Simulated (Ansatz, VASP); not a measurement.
**One calculation of SrTe, two programs**

INCAR

```
  PREC = Accurate
  ENCUT = 500
  EDIFF = 1E-6
  ISMEAR = -1
  SIGMA = 0.02
  LREAL = False
  LASPH = True
  NELM = 120
  ALGO = Normal
  ISIF = 2
  LWAVE = False
  LCHARG = False
  GGA = PE
  NBANDS = 15
  GGA_COMPAT = False
```

Contents of KPOINTS:

```
Automatic mesh
0
Gamma
  6 6 6
```

POSCAR

```
SrTe
1.0
    0.0251456865      3.3527582055      3.3527582055
    3.3527582055      0.0251456865      3.3527582055
    3.3779038920      3.3779038920      0.0000000000
Sr Te
1 1
Direct
    0.0000000000      0.0000000000      0.0000000000
    0.5000000000      0.5000000000      0.5000000000
```

Input for Ansatz:

```yaml
crystal:
  lattice:
    - [0.0251456865, 3.3527582055, 3.3527582055]
    - [3.3527582055, 0.0251456865, 3.3527582055]
    - [3.377903892, 3.377903892, 0.0]
  atoms:
    - { symbol: Sr, position: [0.0, 0.0, 0.0] }
    - { symbol: Te, position: [0.5, 0.5, 0.5] }
kpoints:
  mp_grid: { grid: [6, 6, 6] }
  band_path:
    path:
      - [0.0, 0.0, 0.0]
      - [0.5, 0.0, 0.5]
      - [0.625, 0.25, 0.625]
      - [0.375, 0.375, 0.75]
      - [0.5, 0.5, 0.5]
      - [0.5, 0.25, 0.75]
      - [0.5, 0.5, 0.0]
    npoints: 1
hamiltonian:
  xc: pbe
scf:
  occupations: { method: fermi_dirac, width: 0.02 }
  n_extra_bands: 4
output:
  forces: true
  stress: true
  eigenvalues: true
```

Change from the starting cell: shear_xy strain +1.5%.

Alike in both runs: task single point; functional PBE; k mesh 6 × 6 × 6; occupations fermi-dirac, width 0.02 eV; no spin polarisation.

|  | VASP | Ansatz |
| --- | --- | --- |
| version | VASP 6.6.1 | Ansatz 0.2.0 |
| potentials or method | VASP PAW PBE potentials, release 64 (Sr_sv, Te) | plane waves, PAW |
| plane-wave cutoff (eV) | 500 | 420 |
| valence electrons in the cell | 16 | 26 |

Ansatz gave:

- gap on the k mesh at the Fermi level (eV): 1.73
- pressure (GPa): 0.2
- traceless stress, the component that is largest in VASP (GPa): -0.22

Task: What did VASP give for the same quantities?

Result: gap on the k mesh at the Fermi level (eV): 1.71; pressure (GPa): 0.3; traceless stress, the component that is largest in VASP (GPa): -0.22.

VASP's potentials hold 16 valence electrons a cell and Ansatz's 26, so a difference there can come from the potentials and not from the codes.

Spin-orbit coupling is off throughout.
